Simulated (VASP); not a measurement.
# Si3C3N8 (Pm) in VASP: notebook

Si3C3N8 is run at these levels: PBE; tasks: single point.

All numbers are computed with VASP 6.6.1; they aren't measurements. Logs are shortened: lines on timing, memory, paths and dates and some standing lists are left out, and cuts for length are marked.

**1. The cell of the first run**

It takes space group Pm (No. 6, monoclinic). Conventional cell: a = 6.990 Å, b = 2.730 Å, c = 7.072 Å, α = 90.00°, β = 118.64°, γ = 90.00°. Si (site symmetry m) has 4 N at 1.64 to 1.69 Å within 2.2 Å. Si (site symmetry m) has 4 N at 1.66 to 1.74 Å within 2.2 Å. Within 2.2 Å of Si (site symmetry m) lie 4 N at 1.65 to 1.74 Å. C (site symmetry m) has 4 N at 1.43 to 1.65 Å within 1.9 Å. C (site symmetry m) has 4 N at 1.52 to 1.59 Å within 2.0 Å. Within 2.0 Å of C (site symmetry m) lie 4 N at 1.49 to 1.65 Å. N (site symmetry m) has 2 C at 1.46 to 1.54 Å and 1 Si at 1.69 Å within 2.0 Å. N (site symmetry m) has 1 C at 1.49 Å and 2 Si at 1.72 to 1.74 Å within 2.0 Å.

**2. Single point, PBE**

INCAR

```
  PREC = Accurate
  ENCUT = 520
  EDIFF = 1E-6
  ISMEAR = -1
  SIGMA = 0.02
  LREAL = False
  LASPH = True
  NELM = 100
  ALGO = Normal
  ISIF = 2
  LWAVE = False
  LCHARG = True
  GGA = PE
  LELF = True
  LVHAR = True
  NBANDS = 45
```

KPOINTS

```
Automatic mesh
0
Gamma
  4 8 4
```

POSCAR

```
Si3C3N8
1.0
    7.1755423370      0.0000000000      0.0469748868
    0.0000000000      2.7296448054      0.0000000000
   -3.5470897183      0.0000000000      6.0232677918
Si C N
3 3 8
Direct
    0.5787440028      0.5000000000      0.8181905350
    0.8316597591      0.0000000000      0.2374373975
    0.7808774680      0.0000000000      0.6009962383
    0.2238257436      0.5000000000      0.4045654476
    0.1891552036      0.5000000000      0.7740508574
    0.3978866472      0.0000000000      0.1775033845
    0.3094320761      0.5000000000      0.6437184227
    0.6375238382      0.0000000000      0.3172518157
    0.7244996475      0.5000000000      0.6938312763
    0.6490594403      0.0000000000      0.9699345976
    0.0578141151      0.0000000000      0.7069874457
    0.9939446699      0.5000000000      0.2953716418
    0.3061590771      0.0000000000      0.3347900323
    0.3194183117      0.5000000000      0.0253709073
```

Potentials or basis: VASP PAW PBE potentials, release 64 (Si, C, N).

The run is started by

```console
cat potpaw_PBE.64/Si/POTCAR potpaw_PBE.64/C/POTCAR potpaw_PBE.64/N/POTCAR > POTCAR
mpirun -np 1 vasp_std > vasp.out
```

OUTCAR:

```text
PREC = Accurate
   ENCUT = 520
   EDIFF = 1E-6
   ISMEAR = -1
   LREAL = False
   LASPH = True
   NELM = 100
   ISIF = 2
   GGA = PE

 ion  position               nearest neighbor table
   1  0.579  0.500  0.818-  10 1.64  10 1.64   9 1.66   7 1.69   2 2.90   2 2.90   3 2.91   3 2.91

   2  0.832  0.000  0.237-  10 1.66  12 1.71  12 1.71   8 1.74   3 2.74   1 2.90   1 2.90
   3  0.781  0.000  0.601-   9 1.65   9 1.65   8 1.72  11 1.74   2 2.74   1 2.91   1 2.91
   4  0.224  0.500  0.405-  12 1.43   7 1.46  13 1.65  13 1.65
   5  0.189  0.500  0.774-  14 1.52   7 1.54  11 1.59  11 1.59
   6  0.398  0.000  0.178-   8 1.49  13 1.54  14 1.65  14 1.65
   7  0.309  0.500  0.644-   4 1.46   5 1.54   1 1.69
   8  0.638  0.000  0.317-   6 1.49   3 1.72   2 1.74
   9  0.724  0.500  0.694-   3 1.65   3 1.65   1 1.66
  10  0.649  0.000  0.970-   1 1.64   1 1.64   2 1.66
  11  0.058  0.000  0.707-   5 1.59   5 1.59   3 1.74
  12  0.994  0.500  0.295-   4 1.43   2 1.71   2 1.71
  13  0.306  0.000  0.335-   6 1.54   4 1.65   4 1.65
  14  0.319  0.500  0.025-   5 1.52   6 1.65   6 1.65

  LATTYP: Found a simple monoclinic cell.
 ALAT       =     6.9901073212
 B/A-ratio  =     0.3905011297
 C/A-ratio  =     1.0117188546
 COS(beta)  =    -0.4792683832

  Lattice vectors:

 A1 = (  -3.5470897183,   0.0000000000,   6.0232677918)
 A2 = (   0.0000000000,   2.7296448054,   0.0000000000)
 A3 = (  -3.6284526187,   0.0000000000,  -6.0702426786)

Analysis of symmetry for initial positions (statically):
=====================================================================
 Subroutine PRICEL returns:
 Original cell was already a primitive cell.

 Routine SETGRP: Setting up the symmetry group for a
 simple monoclinic supercell.

 Subroutine GETGRP returns: Found  2 space group operations
 (whereof  2 operations were pure point group operations)
 out of a pool of  4 trial point group operations.

The static configuration has the point symmetry C_1h.

Analysis of symmetry for dynamics (positions and initial velocities):
=====================================================================
 Subroutine PRICEL returns:
 Original cell was already a primitive cell.

 Routine SETGRP: Setting up the symmetry group for a
 simple monoclinic supercell.

 Subroutine GETGRP returns: Found  2 space group operations
 (whereof  2 operations were pure point group operations)
 out of a pool of  4 trial point group operations.

The dynamic configuration has the point symmetry C_1h.

 Subroutine INISYM returns: Found  2 space group operations
 (whereof  2 operations are pure point group operations),
 and found     1 'primitive' translations

----------------------------------------------------------------------------------------

                                     Primitive cell

  volume of cell :     118.4307

  direct lattice vectors                    reciprocal lattice vectors
     7.175542337  0.000000000  0.046974887     0.138827077  0.000000000  0.081754973
     0.000000000  2.729644805  0.000000000     0.000000000  0.366348031  0.000000000
    -3.547089718  0.000000000  6.023267792    -0.001082699  0.000000000  0.165385237

  length of vectors
     7.175696097  2.729644805  6.990107321     0.161111244  0.366348031  0.165388781

  position of ions in fractional coordinates (direct lattice)
     0.578744003  0.500000000  0.818190535
     0.831659759  0.000000000  0.237437398
     0.780877468  0.000000000  0.600996238
     0.223825744  0.500000000  0.404565448
     0.189155204  0.500000000  0.774050857
     0.397886647  0.000000000  0.177503384
     0.309432076  0.500000000  0.643718423
     0.637523838  0.000000000  0.317251816
     0.724499647  0.500000000  0.693831276
     0.649059440  0.000000000  0.969934598
     0.057814115  0.000000000  0.706987446
     0.993944670  0.500000000  0.295371642
     0.306159077  0.000000000  0.334790032
     0.319418312  0.500000000  0.025370907

  ion indices of the primitive-cell ions
   primitive index   ion index
                 1           1
                 2           2
                 3           3
                 4           4
                 5           5
                 6           6
                 7           7
                 8           8
                 9           9
                10          10
                11          11
                12          12
                13          13
                14          14

----------------------------------------------------------------------------------------

 KPOINTS: Automatic mesh

Automatic generation of k-mesh.
 Grid dimensions read from file:
 generate k-points for:    4    8    4

 Generating k-lattice:

  Cartesian coordinates                     Fractional coordinates (reciprocal lattice)
     0.034706769  0.000000000  0.020438743     0.250000000  0.000000000  0.000000000
     0.000000000  0.045793504  0.000000000     0.000000000  0.125000000  0.000000000
    -0.000270675  0.000000000  0.041346309     0.000000000  0.000000000  0.250000000

  Length of vectors
     0.040277811  0.045793504  0.041347195

  Shift w.r.t. Gamma in fractional coordinates (k-lattice)
     0.000000000  0.000000000  0.000000000

 Subroutine IBZKPT returns following result:
 ===========================================

 Found     50 irreducible k-points:

 Following reciprocal coordinates:
            Coordinates               Weight
  0.000000  0.000000  0.000000      1.000000
  0.250000  0.000000  0.000000      2.000000
  0.500000  0.000000  0.000000      1.000000
  0.000000  0.125000  0.000000      2.000000
  0.250000  0.125000  0.000000      4.000000
  0.500000  0.125000  0.000000      2.000000
[... 16 lines left out ...]
 -0.250000  0.125000  0.250000      4.000000
  0.000000  0.250000  0.250000      4.000000
 [... further k-points ...]
   k-points           NKPTS =     50   k-points in BZ     NKDIM =     50   number of bands    NBANDS=     45
   number of dos      NEDOS =    301   number of ions     NIONS =     14
   total plane-waves  NPLWV =  58320
   dimension x,y,z NGX =    54 NGY =   20 NGZ =   54
   dimension x,y,z NGXF=   108 NGYF=   40 NGZF=  108
   ions per type =               3   3   8
   NGX,Y,Z   is equivalent  to a cutoff of  12.51, 12.18, 12.84 a.u.
   NGXF,Y,Z  is equivalent  to a cutoff of  25.02, 24.36, 25.69 a.u.
 SYSTEM =  unknown system
   PREC   = accura    normal or accurate (medium, high low for compatibility)
   ISTART =      0    job   : 0-new  1-cont  2-samecut
   ICHARG =      2    charge: 1-file 2-atom 10-const
   ISPIN  =      1    spin polarized calculation?
   LNONCOLLINEAR =      F non collinear calculations
   LSORBIT =      F    spin-orbit coupling
   LASPH  =      T    aspherical Exc in radial PAW
   ENCUT  =  520.0 eV  38.22 Ry    6.18 a.u.  13.34  5.08 13.00*2*pi/ulx,y,z
   NELM   =    100;   NELMIN=  2; NELMDL= -5     # of ELM steps
   EDIFF  = 0.1E-05   stopping-criterion for ELM
   LREAL  =      F    real-space projection
   EDIFFG = 0.1E-04   stopping-criterion for IOM
   NSW    =      0    number of steps for IOM
   IBRION =     -1    ionic relax: 0-MD 1-quasi-New 2-CG
   NFREE  =      0    steps in history (QN), initial steepest desc. (CG)
   ISIF   =      2    stress and relaxation
   ISYM   =      2    0-nonsym 1-usesym 2-fastsym
   POTIM  = 0.5000    time-step for ionic-motion
   TEBEG  =    0.0;   TEEND  =   0.0 temperature during run
   PSTRESS=    0.0 pullay stress
   NELECT =      64.0000    total number of electrons
   NUPDOWN=      -1.0000    fix difference up-down
   EMIN   =  10.00;   EMAX   =-10.00  energy-range for DOS
   EFERMI =   0.00;   METHOD = LEGACY
   ISMEAR =    -1;   SIGMA  =   0.02  broadening in eV -4-tet -1-fermi 0-gaus
   EFERMI_NEDOS =   21; number of points for ismear=-14 and -15
   IALGO  =     38    algorithm
   IMIX   =      4    mixing-type and parameters
     AMIX     =   0.40;   BMIX     =  1.00
     AMIX_MAG =   1.60;   BMIX_MAG =  1.00
  volume/ion in A,a.u.               =       8.46        57.09
  Fermi-wavevector in a.u.,A,eV,Ry     =   1.333460  2.519875 24.192744  1.778117
  Thomas-Fermi vector in A             =   2.462317
   LORBIT       =      0    0 simple, 1 ext, 2 COOP (PROOUT), +10 PAW based schemes
   GGA     = PE    functional components
   LHFCALC =     F    Hartree Fock is set to
   AEXX    =    0.0000 exact exchange contribution
   IVDW    =     0    specifies the selected vdW correction
   LEPSILON=     F    determine dielectric tensor
   LRPA    =     F    only Hartree local field effects (RPA)
 non-spin polarized calculation
  energy-cutoff  :      520.00
  volume of cell :      118.43
 maximum number of plane-waves:      3220
 NGX is ok and might be reduce to    54
   NGX = 27   NGY = 11   NGZ = 25

 number of electron      64.0000007 magnetization

 Free energy of the ion-electron system (eV)
  ---------------------------------------------------
  ext. energy  EPLUGINS =         0.00000000
  ---------------------------------------------------
  free energy    TOTEN  =      -109.64165541 eV

  energy without entropy =     -109.64165541  energy(sigma->0) =     -109.64165541

 E-fermi :   7.7880     XC(G=0): -11.4520

 val. band max:        7.3423350590   @ k =   0.0000   0.1250   0.0000
 cond. band min:       9.4077468901   @ k =   0.0000   0.0000   0.0000
 fundamental gap:      2.0654118311
 Fermi energy:         7.7880034373

 k-point     1 :       0.0000    0.0000    0.0000
  band No.  band energies     occupation
      1     -13.7326      2.00000
      2     -12.0563      2.00000
      3     -11.5686      2.00000
      4     -11.0170      2.00000
      5     -10.0210      2.00000
      6      -9.9040      2.00000
[... 36 lines left out ...]
     43      14.1789      0.00000
     44      15.3195      0.00000
[... 1040 lines left out ...]
      4     -10.2791      2.00000
      5      -9.4879      2.00000
      6      -8.7943      2.00000
[... 36 lines left out ...]
     43      15.0523      0.00000
     44      15.3617      0.00000

 [... further k-points ...]

 [bands above 44 left out]

------------------------ aborting loop because EDIFF is reached ----------------------------------------

  FORCE on cell =-STRESS in cart. coord.  units (eV):
  Direction    XX          YY          ZZ          XY          YZ          ZX
  --------------------------------------------------------------------------------------
  -------------------------------------------------------------------------------------
  Total       -0.1048795     -0.1036301     -0.0330640      0.0000000      0.0000000     -0.0135698
  in kB       -1.4188522     -1.4019498     -0.4473036      0.0000000      0.0000000     -0.1835778
  external PRESSURE =      -1.0893685 kB  Pullay stress =       0.0000000 kB

 VOLUME and BASIS-vectors are now :
 -----------------------------------------------------------------------------
  energy-cutoff  :      520.00
  volume of cell :      118.43
      direct lattice vectors                 reciprocal lattice vectors
     7.175542337  0.000000000  0.046974887     0.138827077  0.000000000  0.081754973
     0.000000000  2.729644805  0.000000000     0.000000000  0.366348031  0.000000000
    -3.547089718  0.000000000  6.023267792    -0.001082699  0.000000000  0.165385237

 POSITION                                       TOTAL-FORCE (eV/Angst)
 -----------------------------------------------------------------------------------
      1.25061      1.36482      4.95537         0.005187      0.000000     -0.000937
      5.12540      0.00000      1.46922         0.001558      0.000000     -0.010378
      3.47143      0.00000      3.65664         0.012422      0.000000      0.004262
      0.17104      1.36482      2.44732         0.057394      0.000000     -0.007180
     -1.38834      1.36482      4.67120        -0.006215      0.000000     -0.006205
      2.22543      0.00000      1.08784        -0.008412      0.000000     -0.027841
     -0.06298      1.36482      3.89182         0.022028      0.000000      0.034408
      3.44926      0.00000      1.94084         0.046340      0.000000      0.035914
      2.73760      1.36482      4.21316        -0.010014      0.000000     -0.006208
      1.21691      0.00000      5.87267         0.002101      0.000000     -0.009367
     -2.09290      0.00000      4.26109        -0.033195      0.000000     -0.018918
      6.08438      1.36482      1.82579        -0.067377      0.000000     -0.018010
      1.00933      0.00000      2.03091        -0.022792      0.000000      0.007150
      2.20201      1.36482      0.16782         0.000975      0.000000      0.023311
 -----------------------------------------------------------------------------------
    total drift:                               -0.000162     -0.000000     -0.000480

  FREE ENERGIE OF THE ION-ELECTRON SYSTEM (eV)
  ---------------------------------------------------
  free  energy   TOTEN  =      -109.6416554128 eV

  energy  without entropy=     -109.6416554128  energy(sigma->0) =     -109.64165541
```

Wall time 2.5 min (1 thread of Intel Xeon 6975P-C (Granite Rapids), shared host); peak memory 0.35 GiB.

Results:

* Free energy: -109.6417 eV
* Pressure: -0.1 GPa
* Largest force: 0.070 eV/Å
* Band gap on the k mesh: 2.07 eV (least direct gap 2.36 eV)

Forces in eV/Å, atoms in the order of the input:
```
Si   0.005  0.000 -0.001
Si   0.002  0.000 -0.010
Si   0.012  0.000  0.004
C    0.057  0.000 -0.007
C   -0.006  0.000 -0.006
C   -0.008  0.000 -0.028
N    0.022  0.000  0.034
N    0.046  0.000  0.036
N   -0.010  0.000 -0.006
N    0.002  0.000 -0.009
N   -0.033  0.000 -0.019
N   -0.067  0.000 -0.018
N   -0.023  0.000  0.007
N    0.001  0.000  0.023
```

Stress tensor (GPa, compression positive):
```
-0.14  0.00 -0.02
 0.00 -0.14  0.00
-0.02  0.00 -0.04
```

**3. Single point, PBE**

This run uses another cell than the first one, of 8.31 Å³/atom.

INCAR

```
  ALGO = Normal
  EDIFF = 1E-7
  ENCUT = 520
  GGA = PE
  ISIF = 2
  ISMEAR = -1
  LASPH = True
  LCHARG = False
  LREAL = False
  LWAVE = False
  NBANDS = 45
  NELM = 80
  PREC = Accurate
  SIGMA = 0.02
```

KPOINTS

```
k-points
0
Gamma
  4 10 4
```

POSCAR

```
Si3C3N8
1.0
    7.1193023917      0.0000000000      0.0494991911
    0.0000000000      2.7106110899      0.0000000000
   -3.5170467072      0.0000000000      6.0044874316
Si C N
3 3 8
Direct
    0.5792750031      0.5000000000      0.8183318553
    0.8313249333      0.0000000000      0.2359270115
    0.7800495756      0.0000000000      0.5997805301
    0.2240873914      0.5000000000      0.4049915085
    0.1889581090      0.5000000000      0.7739386743
    0.3986603176      0.0000000000      0.1775485684
    0.3103687568      0.5000000000      0.6453467549
    0.6390777728      0.0000000000      0.3173800535
    0.7204487278      0.5000000000      0.6893281796
    0.6510506611      0.0000000000      0.9694925894
    0.0571997380      0.0000000000      0.7085028069
    0.9934892321      0.5000000000      0.2978323783
    0.3051969984      0.0000000000      0.3348781978
    0.3208127831      0.5000000000      0.0267208912
```

Potentials or basis: VASP PAW PBE potentials, release 64 (Si, C, N).

The run is started by

```console
cat potpaw_PBE.64/Si/POTCAR potpaw_PBE.64/C/POTCAR potpaw_PBE.64/N/POTCAR > POTCAR
mpirun -np 1 vasp_std > vasp.out
```

Run time: 3.3 min. Hardware: 1 thread of Intel Xeon 6975P-C (Granite Rapids), shared host; peak memory 0.37 GiB.

It converged, with:

```
Free energy            : -109.5984 eV
Pressure               : 5.6 GPa
Largest force          : 0.315 eV/Å
Band gap on the k mesh : 2.14 eV (least direct gap 2.45 eV)
```

Forces in eV/Å, atoms in the order of the input:
```
Si  -0.071  0.000 -0.077
Si  -0.048  0.000  0.240
Si   0.172  0.000 -0.096
C    0.185  0.000 -0.014
C   -0.063  0.000  0.058
C   -0.069  0.000 -0.044
N   -0.235  0.000 -0.155
N   -0.228  0.000 -0.218
N   -0.025  0.000  0.133
N   -0.050  0.000  0.080
N    0.176  0.000  0.085
N    0.234  0.000  0.033
N    0.016  0.000 -0.009
N    0.009  0.000 -0.017
```

Stress tensor (GPa, compression positive):
```
5.81 0.00 0.33
0.00 5.47 0.00
0.33 0.00 5.47
```

Levels at points of the mesh, in eV from the valence-band top:
| k point | band 28 | band 29 | band 30 | band 31 | band 32 | band 33 | band 34 | band 35 | band 36 | band 37 |
| --- | --- | --- | --- | --- | --- | --- | --- | --- | --- | --- |
| (0.00, 0.00, 0.00) | -1.56 | -1.18 | -0.57 | -0.50 | -0.32 | 2.14 | 2.42 | 2.88 | 4.58 | 4.94 |
| (0.50, 0.00, 0.00) | -1.77 | -1.49 | -0.68 | -0.45 | -0.36 | 2.21 | 2.62 | 3.25 | 4.82 | 5.01 |
| (0.00, 0.50, 0.00) | -2.24 | -2.13 | -1.75 | -1.65 | -1.40 | 2.89 | 3.81 | 4.27 | 4.62 | 5.88 |
| (0.50, 0.50, 0.00) | -2.38 | -1.86 | -1.74 | -1.60 | -1.03 | 3.50 | 3.77 | 4.41 | 4.80 | 5.36 |
| (0.00, 0.00, 0.50) | -1.77 | -1.47 | -0.81 | -0.44 | -0.37 | 2.24 | 2.50 | 3.47 | 4.67 | 4.79 |
| (0.50, 0.00, 0.50) | -2.03 | -1.54 | -0.73 | -0.45 | -0.39 | 2.36 | 2.58 | 3.09 | 4.54 | 4.76 |
| (0.00, 0.50, 0.50) | -2.18 | -2.01 | -1.45 | -1.29 | -1.26 | 2.82 | 4.17 | 4.73 | 4.78 | 5.13 |
| (0.50, 0.50, 0.50) | -2.12 | -1.89 | -1.78 | -1.32 | -0.95 | 2.77 | 3.69 | 4.92 | 5.19 | 5.30 |

Caveat: the cell stands under pressure. A k mesh can miss the band edges.
